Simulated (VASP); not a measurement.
# MgB3 in VASP: notebook

The runs below take MgB3 through single point, relaxation of cell and atoms, with PBE.

Program: VASP 6.6.1. These are calculated values, not measurements. Logs are shortened: lines on timing, memory, paths and dates and some standing lists are left out, and cuts for length are marked.

### Step 1. The cell of the first run

The structure is orthorhombic, space group Cmcm (No. 63). The conventional cell has a = 5.136 Å, b = 8.882 Å, c = 3.286 Å, α = 90.00°, β = 90.00°, γ = 90.00°. Within 3.4 Å of Mg (site symmetry m2m) lie 12 B at 2.55 to 2.61 Å and 8 Mg at 3.29 to 3.39 Å. Within 2.3 Å of B (site symmetry m2m) lie 6 B at 1.76 to 1.93 Å. B (site symmetry m) has 6 B at 1.76 to 1.94 Å within 2.3 Å.

### Step 2. Single point, PBE

INCAR

```
SYSTEM = MgB3
PREC = Accurate
ENCUT = 600
EDIFF = 1E-6
ISMEAR = 0
SIGMA = 0.1
LREAL = .FALSE.
LASPH = .TRUE.
NELM = 120
ALGO = Normal
ISIF = 2
LWAVE = .FALSE.
LCHARG = .FALSE.
GGA = PE
NBANDS = 21
GGA_COMPAT = .FALSE.
```

KPOINTS

```
regular mesh
0
G
  4 4 6
  0 0 0
```

POSCAR

```
MgB3
1.0
    2.5679952783     -4.4407626154      0.0000000000
    2.5679952783      4.4407626154      0.0000000000
    0.0000000000      0.0000000000      3.2856156748
Mg B
2 6
Direct
    0.6664002081      0.3335997919      0.2500000000
    0.3335997919      0.6664002081      0.7500000000
    0.1144667049      0.8855332951      0.2500000000
    0.8855332951      0.1144667049      0.7500000000
    0.1139279309      0.2291649895      0.2500000000
    0.8860720691      0.7708350105      0.7500000000
    0.2291649895      0.1139279309      0.7500000000
    0.7708350105      0.8860720691      0.2500000000
```

Potentials or basis: VASP PAW PBE potentials, release 64 (Mg, B).

Started as:

```console
cat potpaw_PBE.64/Mg/POTCAR potpaw_PBE.64/B/POTCAR > POTCAR
mpirun -np 1 vasp_std > vasp.out
```

OUTCAR:

```text
SYSTEM = MgB3
   PREC = Accurate
   ENCUT = 600
   EDIFF = 1E-6
   ISMEAR = 0
   LREAL = .FALSE.
   LASPH = .TRUE.
   NELM = 120
   ISIF = 2
   GGA = PE

 ion  position               nearest neighbor table
   1  0.666  0.334  0.250-   6 2.55   7 2.55   6 2.55   7 2.55   4 2.55   4 2.55   8 2.60   5 2.60
                             8 2.61   5 2.61   3 2.61   3 2.61   2 3.38   2 3.38   2 3.39   2 3.39
   2  0.334  0.666  0.750-   5 2.55   8 2.55   5 2.55   8 2.55   3 2.55   3 2.55   6 2.60   7 2.60
                             6 2.61   7 2.61   4 2.61   4 2.61   1 3.38   1 3.38   1 3.39   1 3.39
   3  0.114  0.886  0.250-   5 1.76   8 1.76   7 1.93   6 1.93   6 1.93   7 1.93   2 2.55   2 2.55
                             1 2.61   1 2.61
   4  0.886  0.114  0.750-   6 1.76   7 1.76   5 1.93   8 1.93   5 1.93   8 1.93   1 2.55   1 2.55
                             2 2.61   2 2.61
   5  0.114  0.229  0.250-   8 1.76   3 1.76   4 1.93   4 1.93   7 1.94   7 1.94   2 2.55   2 2.55
                             1 2.60   1 2.61
   6  0.886  0.771  0.750-   7 1.76   4 1.76   3 1.93   3 1.93   8 1.94   8 1.94   1 2.55   1 2.55
                             2 2.60   2 2.61
   7  0.229  0.114  0.750-   6 1.76   4 1.76   3 1.93   3 1.93   5 1.94   5 1.94   1 2.55   1 2.55
                             2 2.60   2 2.61
   8  0.771  0.886  0.250-   5 1.76   3 1.76   4 1.93   4 1.93   6 1.94   6 1.94   2 2.55   2 2.55
                             1 2.60   1 2.61

  LATTYP: Found a base centered orthorhombic cell.
 ALAT       =     5.1359905566
 B/A-ratio  =     1.7292721108
 C/A-ratio  =     0.6397238544

  Lattice vectors:

 A1 = (   2.5679952783,  -4.4407626154,   0.0000000000)
 A2 = (   2.5679952783,   4.4407626154,   0.0000000000)
 A3 = (   0.0000000000,   0.0000000000,   3.2856156748)

Analysis of symmetry for initial positions (statically):
=====================================================================
 Subroutine PRICEL returns:
 Original cell was already a primitive cell.

 Routine SETGRP: Setting up the symmetry group for a
 base centered orthorhombic supercell.

 Subroutine GETGRP returns: Found  8 space group operations
 (whereof  4 operations were pure point group operations)
 out of a pool of  8 trial point group operations.

The static configuration has the point symmetry C_2h.
 The point group associated with its full space group is D_2h.

Analysis of symmetry for dynamics (positions and initial velocities):
=====================================================================
 Subroutine PRICEL returns:
 Original cell was already a primitive cell.

 Routine SETGRP: Setting up the symmetry group for a
 base centered orthorhombic supercell.

 Subroutine GETGRP returns: Found  8 space group operations
[... 121 lines left out ...]
   NFREE  =      0    steps in history (QN), initial steepest desc. (CG)
   ISIF   =      2    stress and relaxation
   ISYM   =      2    0-nonsym 1-usesym 2-fastsym
   POTIM  = 0.5000    time-step for ionic-motion
   TEBEG  =    0.0;   TEEND  =   0.0 temperature during run
   PSTRESS=    0.0 pullay stress
   NELECT =      22.0000    total number of electrons
   NUPDOWN=      -1.0000    fix difference up-down
   EMIN   =  10.00;   EMAX   =-10.00  energy-range for DOS
   EFERMI =   0.00;   METHOD = LEGACY
   ISMEAR =     0;   SIGMA  =   0.10  broadening in eV -4-tet -1-fermi 0-gaus
   EFERMI_NEDOS =   21; number of points for ismear=-14 and -15
   IALGO  =     38    algorithm
   IMIX   =      4    mixing-type and parameters
     AMIX     =   0.40;   BMIX     =  1.00
     AMIX_MAG =   1.60;   BMIX_MAG =  1.00
  volume/ion in A,a.u.               =       9.37        63.21
  Fermi-wavevector in a.u.,A,eV,Ry     =   1.088052  2.056120 16.107347  1.183857
  Thomas-Fermi vector in A             =   2.224225
   LORBIT       =      0    0 simple, 1 ext, 2 COOP (PROOUT), +10 PAW based schemes
   GGA     = PE    functional components
   LHFCALC =     F    Hartree Fock is set to
   AEXX    =    0.0000 exact exchange contribution
   IVDW    =     0    specifies the selected vdW correction
   LEPSILON=     F    determine dielectric tensor
   LRPA    =     F    only Hartree local field effects (RPA)
 non-spin polarized calculation
 Gauss-broadening in eV      SIGMA  =   0.10
  energy-cutoff  :      600.00
  volume of cell :       74.94
 maximum number of plane-waves:      2520
 NGX is ok and might be reduce to    42
   NGX = 21   NGY = 21   NGZ = 13

 number of electron      22.0000000 magnetization

 Free energy of the ion-electron system (eV)
  ---------------------------------------------------
  ext. energy  EPLUGINS =         0.00000000
  ---------------------------------------------------
  free energy    TOTEN  =       -38.96023941 eV

  energy without entropy =      -38.95265999  energy(sigma->0) =      -38.95644970

 E-fermi :   5.5640     XC(G=0): -10.9076

 val. band max:        5.4887165542   @ k =   0.0000   0.0000   0.1667
 cond. band min:       5.5754016164   @ k =   0.5000   0.5000   0.0000
 fundamental gap:      0.0866850622
 Fermi energy:         5.5639628502

 k-point     1 :       0.0000    0.0000    0.0000
  band No.  band energies     occupation
      1     -10.2434      2.00000
      2      -3.2244      2.00000
      3      -3.2153      2.00000
      4      -1.9338      2.00000
      5      -1.0844      2.00000
      6       0.4394      2.00000
[... 565 lines left out ...]
     20      13.9274      0.00000
     21      14.8203      0.00000

 [... further k-points ...]
[... 5 lines left out ...]
  --------------------------------------------------------------------------------------
  -------------------------------------------------------------------------------------
  Total       -0.1349494     -0.1334399     -0.1111965      0.0000000     -0.0000000      0.0000000
  in kB       -2.8852474     -2.8529742     -2.3774043      0.0000000     -0.0000000      0.0000000
  external PRESSURE =      -2.7052086 kB  Pullay stress =       0.0000000 kB

 VOLUME and BASIS-vectors are now :
 -----------------------------------------------------------------------------
  energy-cutoff  :      600.00
  volume of cell :       74.94
      direct lattice vectors                 reciprocal lattice vectors
     2.567995278 -4.440762615  0.000000000     0.194704408 -0.112593274  0.000000000
     2.567995278  4.440762615  0.000000000     0.194704408  0.112593274  0.000000000
     0.000000000  0.000000000  3.285615675     0.000000000  0.000000000  0.304356960

 POSITION                                       TOTAL-FORCE (eV/Angst)
 -----------------------------------------------------------------------------------
      2.56800     -1.47789      0.82140         0.000000      0.002484     -0.000000
      2.56800      1.47789      2.46421         0.000000     -0.002484      0.000000
      2.56800      3.42412      0.82140         0.000000      0.001894      0.000000
      2.56800     -3.42412      2.46421         0.000000     -0.001894      0.000000
      0.88106      0.51174      0.82140         0.018732     -0.004021     -0.000000
      4.25493     -0.51174      2.46421        -0.018732      0.004021      0.000000
      0.88106     -0.51174      2.46421         0.018732      0.004021      0.000000
      4.25493      0.51174      0.82140        -0.018732     -0.004021     -0.000000
 -----------------------------------------------------------------------------------
    total drift:                               -0.000000     -0.000000     -0.000000

  FREE ENERGIE OF THE ION-ELECTRON SYSTEM (eV)
  ---------------------------------------------------
  free  energy   TOTEN  =       -38.9602394092 eV

  energy  without entropy=      -38.9526599931  energy(sigma->0) =      -38.95644970
```

OSZICAR:

```text
N       E                     dE             d eps       ncg     rms          rms(c)
DAV:   1     0.468735978808E+02    0.46874E+02   -0.10173E+04  1176   0.102E+03
DAV:   2    -0.394086952628E+02   -0.86282E+02   -0.82695E+02  1520   0.176E+02
DAV:   3    -0.431107047678E+02   -0.37020E+01   -0.36654E+01  1571   0.323E+01
DAV:   4    -0.431367349739E+02   -0.26030E-01   -0.26012E-01  1506   0.285E+00
DAV:   5    -0.431369940459E+02   -0.25907E-03   -0.25905E-03  1510   0.289E-01    0.742E+00
DAV:   6    -0.392168476071E+02    0.39201E+01   -0.79656E+00  1284   0.123E+01    0.330E+00
DAV:   7    -0.389921686195E+02    0.22468E+00   -0.14833E+00  1452   0.537E+00    0.158E+00
DAV:   8    -0.389800345741E+02    0.12134E-01   -0.27194E-01  1339   0.252E+00    0.497E-01
DAV:   9    -0.389602090339E+02    0.19826E-01   -0.64789E-02  1316   0.120E+00    0.102E-01
DAV:  10    -0.389602703553E+02   -0.61321E-04   -0.35624E-03  1504   0.314E-01    0.412E-02
DAV:  11    -0.389602481732E+02    0.22182E-04   -0.97250E-05  1402   0.505E-02    0.167E-02
DAV:  12    -0.389602389307E+02    0.92425E-05   -0.29967E-05  1448   0.272E-02    0.321E-03
DAV:  13    -0.389602394092E+02   -0.47847E-06   -0.20799E-06  1240   0.767E-03
   1 F= -.38960239E+02 E0= -.38956450E+02  d E =-.757942E-02
```

stdout:

```text
POSCAR found type information on POSCAR MgB
 POSCAR found :  2 types and       8 ions
 scaLAPACK will be used
 LDA part: xc-table for (Slater+PW92), standard interpolation
 POSCAR, INCAR and KPOINTS ok, starting setup
 FFT: planning ... GRIDC
 FFT: planning ... GRID_SOFT
 FFT: planning ... GRID
 WAVECAR not read
 entering main loop
```

Wall time 32 s (1 thread of Intel Xeon Platinum 8559C (Emerald Rapids), shared host); peak memory 0.23 GiB.

What came out:

| Property | Result |
| --- | --- |
| Free energy | -38.9602 eV |
| Pressure | -0.3 GPa |
| Largest force | 0.019 eV/Å |
| Band gap on the k mesh | zero (band 11 reaches 6.15 eV, above the bottom of band 12 at 3.73 eV) |

Forces in eV/Å, atoms in the order of the input:
```
Mg   0.000  0.002  0.000
Mg   0.000 -0.002  0.000
B    0.000  0.002  0.000
B    0.000 -0.002  0.000
B    0.019 -0.004  0.000
B   -0.019  0.004  0.000
B    0.019  0.004  0.000
B   -0.019 -0.004  0.000
```

(Continued in part 2 of 2.)
